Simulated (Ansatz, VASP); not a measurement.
**Mo: VASP beside Ansatz**

```
Mo
1.0
     2.59873    0.00000    0.00000
    -1.29937    2.48747    0.00000
     0.00000    0.00000    2.55518
Mo
1
Direct
  0.00000 0.00000 0.50000
```

Change from the starting cell: strain -0.0500 x Voigt [1, -1, 0, 0, 0, 0], atoms carried along.

Alike in both runs: task single point; functional PBE; k mesh 21 × 21 × 18; occupations gaussian, width 0.15 eV; no spin polarisation.

|  | VASP | Ansatz |
| --- | --- | --- |
| version | VASP 6.6.1 | Ansatz 0.2.0 |
| potentials or method | VASP PAW PBE potentials, release 64 (Mo_sv), cutoff 520 eV | scalar-relativistic, plane waves, PAW |
| valence electrons in the cell | 14 | 14 |

|  | VASP | Ansatz | Ansatz less VASP |
| --- | --- | --- | --- |
| gap on the k mesh at the Fermi level (eV) | none | none | - |
| pressure (GPa) | 5.6 | 5.0 | -0.53 |
| traceless stress, the component that is largest in VASP (GPa) | -5.97 | -6.07 | -0.100 |

A gap of «none» marks a metal or a gap that the smearing closes. With one functional, cell and mesh, what is left measures potentials, basis and numerics.
